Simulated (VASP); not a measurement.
Write the native input for VASP 6.6.1 that does the following.

```
Task                   : single point
Functional             : PBEsol
Potentials or basis    : VASP PAW PBE potentials, release 64 (Al, Ru_pv)
Cutoff                 : 520 eV
k mesh                 : 14 × 14 × 14
Occupations            : gaussian, width 0.1 eV
Spin                   : no spin polarisation
Dipole correction      : no
Further INCAR settings : ALGO = Fast; EDIFF = 1e-06; NBANDS = 17
```

The structure of Al2Ru lies in POSCAR:

```
Al2Ru
1.0
   -1.5604216200      1.5604216200      4.2218055900
    1.5604216200     -1.5604216200      4.2218055900
    1.5604216200      1.5604216200     -4.2218055900
Al Ru
2 1
Direct
    0.6592021900      0.6592021900      0.0000000000
    0.3407978100      0.3407978100      0.0000000000
    0.0000000000      0.0000000000      0.0000000000
```

These files were run (other wordings do the same):

INCAR

```
  ALGO = Fast
  EDIFF = 1E-6
  ENCUT = 520
  GGA = PS
  ISIF = 2
  ISMEAR = 0
  LASPH = True
  LCHARG = False
  LREAL = False
  LWAVE = False
  NBANDS = 17
  NELM = 80
  PREC = Accurate
  SIGMA = 0.1
```

KPOINTS

```
k-points
0
Gamma
  14 14 14
```

Potentials or basis: VASP PAW PBE potentials, release 64 (Al, Ru_pv).

Run with:

```bash
$ cat potpaw_PBE.64/Al/POTCAR potpaw_PBE.64/Ru_pv/POTCAR > POTCAR
$ mpirun -np 1 vasp_std > vasp.out
```

It gave:

| Quantity | Value |
| --- | --- |
| Pressure | -0.4 GPa |
| Largest force | 0.046 eV/Å |
| Band gap on the k mesh | zero (band 10 reaches 10.68 eV, above the bottom of band 11 at 10.52 eV) |

Caveat: the PAW data sets were made with another functional, which shifts forces and pressure a little.

It took 4.3 min on 1 thread of Intel(R) Xeon(R) Platinum 8259CL CPU @ 2.50GHz (Skylake/Cascade Lake), with other jobs on the host, peak memory 0.33 GiB.
